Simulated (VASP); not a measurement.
# Ta (P6_3/mmc) in VASP: relaxation of shape and atoms at fixed volume with r2SCAN

Aim: the relaxation of shape and atoms at fixed volume of Ta with r2SCAN.

All numbers are computed with VASP 6.6.1; they aren't measurements. Logs are shortened: lines on timing, memory, paths and dates and some standing lists are left out, and cuts for length are marked.

### Step 1. The cell of the first run

It takes space group P6_3/mmc (No. 194, hexagonal). The conventional cell has a = 2.901 Å, b = 2.901 Å, c = 5.138 Å, α = 90.00°, β = 90.00°, γ = 120.00°. Within 3.8 Å of Ta (site symmetry -6m2) lie 12 Ta at 2.90 to 3.07 Å.

This isn't the form of Ta at room conditions, which is bcc.

### Step 2. Relaxation of shape and atoms at fixed volume, r2SCAN

File POSCAR:

```
Ta
1.0
    2.9010940919      0.0000000000      0.0000000000
   -1.4505470460      2.5124211824      0.0000000000
    0.0000000000      0.0000000000      5.1379925949
Ta
2
Direct
    0.3333333333      0.6666666667      0.7500000000
    0.6666666667      0.3333333333      0.2500000000
```

File INCAR.step1:

```
PREC = Accurate
ENCUT = 600
ISMEAR = 0
SIGMA = 0.05
LREAL = False
LASPH = True
NELM = 100
GGA = PE
ALGO = Normal
EDIFF = 1E-4
LWAVE = True
LCHARG = False
```

File INCAR.step2:

```
PREC = Accurate
ENCUT = 600
EDIFF = 1E-6
ISMEAR = 0
SIGMA = 0.05
LREAL = False
LASPH = True
NELM = 100
ALGO = Normal
ISIF = 4
LWAVE = False
LCHARG = False
METAGGA = R2SCAN
LMIXTAU = True
IBRION = 2
NSW = 60
EDIFFG = -0.02
ISTART = 1
```

File KPOINTS:

```
Automatic mesh
0
Gamma
  16 16 8
```

Potentials or basis: VASP PAW PBE potentials, release 64 (Ta_pv).

On the command line:

```
$ cat potpaw_PBE.64/Ta_pv/POTCAR > POTCAR
$ cp INCAR.step1 INCAR
$ mpirun -np 1 vasp_std > vasp.out
$ cp INCAR.step2 INCAR
$ mpirun -np 1 vasp_std > vasp.out
```

OUTCAR:

```text
PREC = Accurate
   ENCUT = 600
   EDIFF = 1E-6
   ISMEAR = 0
   LREAL = False
   LASPH = True
   NELM = 100
   ISIF = 4
   METAGGA = R2SCAN
   IBRION = 2
   NSW = 60
   EDIFFG = -0.02
   ISTART = 1

 ion  position               nearest neighbor table
   1  0.333  0.667  0.750-   2 3.07   2 3.07   2 3.07   2 3.07   2 3.07   2 3.07
   2  0.667  0.333  0.250-   1 3.07   1 3.07   1 3.07   1 3.07   1 3.07   1 3.07

  LATTYP: Found a hexagonal cell.
 ALAT       =     2.9010940919
 C/A-ratio  =     1.7710534137

  Lattice vectors:

 A1 = (   2.9010940919,   0.0000000000,   0.0000000000)
 A2 = (  -1.4505470460,   2.5124211824,   0.0000000000)
 A3 = (   0.0000000000,   0.0000000000,   5.1379925949)

Analysis of symmetry for initial positions (statically):
=====================================================================
 Subroutine PRICEL returns:
 Original cell was already a primitive cell.

 Routine SETGRP: Setting up the symmetry group for a
 hexagonal supercell.

 Subroutine GETGRP returns: Found 24 space group operations
 (whereof 12 operations were pure point group operations)
 out of a pool of 24 trial point group operations.

The static configuration has the point symmetry D_3d.
 The point group associated with its full space group is D_6h.

Analysis of symmetry for dynamics (positions and initial velocities):
=====================================================================
 Subroutine PRICEL returns:
 Original cell was already a primitive cell.

 Routine SETGRP: Setting up the symmetry group for a
 hexagonal supercell.

 Subroutine GETGRP returns: Found 24 space group operations
 (whereof 12 operations were pure point group operations)
 out of a pool of 24 trial point group operations.

The dynamic configuration has the point symmetry D_3d.
 The point group associated with its full space group is D_6h.

 Subroutine INISYM returns: Found 24 space group operations
 (whereof 12 operations are pure point group operations),
 and found     1 'primitive' translations

----------------------------------------------------------------------------------------

                                     Primitive cell

  volume of cell :      37.4496

  direct lattice vectors                    reciprocal lattice vectors
     2.901094092  0.000000000  0.000000000     0.344697541  0.199011218  0.000000000
    -1.450547046  2.512421182  0.000000000     0.000000000  0.398022436  0.000000000
     0.000000000  0.000000000  5.137992595     0.000000000  0.000000000  0.194628541

  length of vectors
[... 95 lines left out ...]
   EMIN   =  10.00;   EMAX   =-10.00  energy-range for DOS
   EFERMI =   0.00;   METHOD = LEGACY
   ISMEAR =     0;   SIGMA  =   0.05  broadening in eV -4-tet -1-fermi 0-gaus
   EFERMI_NEDOS =   21; number of points for ismear=-14 and -15
   IALGO  =     38    algorithm
   IMIX   =      4    mixing-type and parameters
     AMIX     =   0.40;   BMIX     =  1.00
     AMIX_MAG =   1.60;   BMIX_MAG =  1.00
  volume/ion in A,a.u.               =      18.72       126.36
  Fermi-wavevector in a.u.,A,eV,Ry     =   1.371092  2.590987 25.577487  1.879892
  Thomas-Fermi vector in A             =   2.496819
   LORBIT       =      0    0 simple, 1 ext, 2 COOP (PROOUT), +10 PAW based schemes
   METAGGA = R2SCAN    functional components
   LHFCALC =     F    Hartree Fock is set to
   AEXX    =    0.0000 exact exchange contribution
   IVDW    =     0    specifies the selected vdW correction
   LEPSILON=     F    determine dielectric tensor
   LRPA    =     F    only Hartree local field effects (RPA)
 conjugate gradient relaxation of ions
 non-spin polarized calculation
 Gauss-broadening in eV      SIGMA  =   0.05
  energy-cutoff  :      600.00
  volume of cell :       37.45
 maximum number of plane-waves:      1275
 NGX is ok and might be reduce to    24
   NGX = 11   NGY = 11   NGZ = 21

 number of electron      22.0000002 magnetization

 Free energy of the ion-electron system (eV)
  ---------------------------------------------------
  ext. energy  EPLUGINS =         0.00000000
  ---------------------------------------------------
  free energy    TOTEN  =       -96.55737946 eV

  energy without entropy =      -96.55463100  energy(sigma->0) =      -96.55600523

 E-fermi :   5.4725     XC(G=0): -13.5286

 val. band max:        5.4680664473   @ k =   0.1250   0.1250   0.0000
 cond. band min:       5.4752753643   @ k =   0.2500   0.1875   0.0000
 fundamental gap:      0.0072089170
 Fermi energy:         5.4724689058

 k-point     1 :       0.0000    0.0000    0.0000
  band No.  band energies     occupation
      1     -30.3084      2.00000
      2     -29.4250      2.00000
      3     -29.3355      2.00000
      4     -29.3354      2.00000
      5     -29.2466      2.00000
      6     -29.2466      2.00000
      7      -3.1522      2.00000
      8       0.3301      2.00000
      9       4.9527      2.00000
     10       5.1873      2.00000
     11       6.1672      0.00000
     12       6.1672      0.00000
     13       6.7683      0.00000
     14       6.7683      0.00000
[... 401 lines left out ...]
      2     -30.0955      2.00000
      3     -29.9312      2.00000
      4     -29.6879      2.00000
      5     -29.5812      2.00000
      6     -29.5267      2.00000
      7       1.1683      2.00000
      8       2.6084      2.00000
      9       3.0195      2.00000
     10       3.7045      2.00000
     11       5.2748      2.00000
     12       5.4753      0.93673
     13       6.3950      0.00000
     14       7.9640      0.00000
     15      10.5523      0.00000

 [... further k-points ...]

------------------------ aborting loop because EDIFF is reached ----------------------------------------

  FORCE on cell =-STRESS in cart. coord.  units (eV):
  Direction    XX          YY          ZZ          XY          YZ          ZX
  --------------------------------------------------------------------------------------
  -------------------------------------------------------------------------------------
  Total       -0.4637334     -0.4637334     -0.4541221      0.0000000     -0.0000000      0.0000000
  in kB      -19.8395222    -19.8395222    -19.4283295      0.0000000     -0.0000000      0.0000000
  external PRESSURE =     -19.7024579 kB  Pullay stress =       0.0000000 kB

 VOLUME and BASIS-vectors are now :
 -----------------------------------------------------------------------------
  energy-cutoff  :      600.00
  volume of cell :       37.45
      direct lattice vectors                 reciprocal lattice vectors
     2.901094092  0.000000000  0.000000000     0.344697541  0.199011218  0.000000000
    -1.450547046  2.512421182  0.000000000     0.000000000  0.398022436  0.000000000
     0.000000000  0.000000000  5.137992595     0.000000000  0.000000000  0.194628541

 POSITION                                       TOTAL-FORCE (eV/Angst)
 -----------------------------------------------------------------------------------
     -0.00000      1.67495      3.85349         0.000000      0.000000      0.000000
      1.45055      0.83747      1.28450        -0.000000      0.000000      0.000000
 -----------------------------------------------------------------------------------
    total drift:                               -0.000000      0.000000     -0.000000

  FREE ENERGIE OF THE ION-ELECTRON SYSTEM (eV)
  ---------------------------------------------------
  free  energy   TOTEN  =       -96.5573794584 eV

  energy  without entropy=      -96.5546310016  energy(sigma->0) =      -96.55600523

 reached required accuracy - stopping structural energy minimisation
```

OSZICAR.step1:

```text
N       E                     dE             d eps       ncg     rms          rms(c)
DAV:   1     0.175511205218E+03    0.17551E+03   -0.14279E+04  4500   0.168E+03
DAV:   2    -0.201658840693E+02   -0.19568E+03   -0.19404E+03  5501   0.421E+02
DAV:   3    -0.239664179292E+02   -0.38005E+01   -0.37360E+01  6173   0.547E+01
DAV:   4    -0.239939363965E+02   -0.27518E-01   -0.27492E-01  4955   0.504E+00
DAV:   5    -0.239943537832E+02   -0.41739E-03   -0.41721E-03  6381   0.471E-01    0.176E+01
DAV:   6    -0.232922406954E+02    0.70211E+00   -0.80894E-01  4983   0.921E+00    0.855E+00
DAV:   7    -0.230717273529E+02    0.22051E+00   -0.71919E-01  5222   0.819E+00    0.507E-01
DAV:   8    -0.230692595912E+02    0.24678E-02   -0.12229E-02  5872   0.107E+00    0.138E-01
DAV:   9    -0.230692391789E+02    0.20412E-04   -0.34039E-04  5221   0.186E-01
   1 F= -.23069239E+02 E0= -.23067786E+02  d E =-.290608E-02
```

Run time: 2.3 min. Hardware: 1 thread of Intel Xeon 6975P-C (Granite Rapids), shared host; peak memory 0.23 GiB.

Results:

* Free energy: -96.5574 eV
* Pressure after relaxing: -2.0 GPa
* Band gap on the k mesh: zero (bands 11 and 12 overlap by 2.19 eV)

Final structure:
```
CELL_PARAMETERS angstrom
2.90109 0.00000 0.00000
-1.45055 2.51242 0.00000
0.00000 0.00000 5.13799
ATOMIC_POSITIONS crystal
Ta 0.33333 0.66667 0.75000
Ta 0.66667 0.33333 0.25000
```

Levels at points of the mesh, in eV from the Fermi level:
```tsv
k point	band 8	band 9	band 10	band 11	band 12	band 13	band 14	band 15
(0.00, 0.00, 0.00)	-5.14	-0.52	-0.29	0.69	0.69	1.30	1.30	3.23
(0.50, 0.00, 0.00)	-4.03	-3.45	-0.64	-0.29	0.55	1.03	5.94	6.68
(0.00, 0.00, 0.50)	-6.69	-1.25	-1.25	0.75	0.75	0.75	0.75	4.75
(0.50, 0.00, 0.50)	-4.51	-2.36	-2.36	1.42	1.42	2.85	2.85	5.83
```

Caveat: the PAW data sets were made with another functional, which shifts forces and pressure a little; spin-orbit coupling is left out, which moves the levels of the heavy elements.
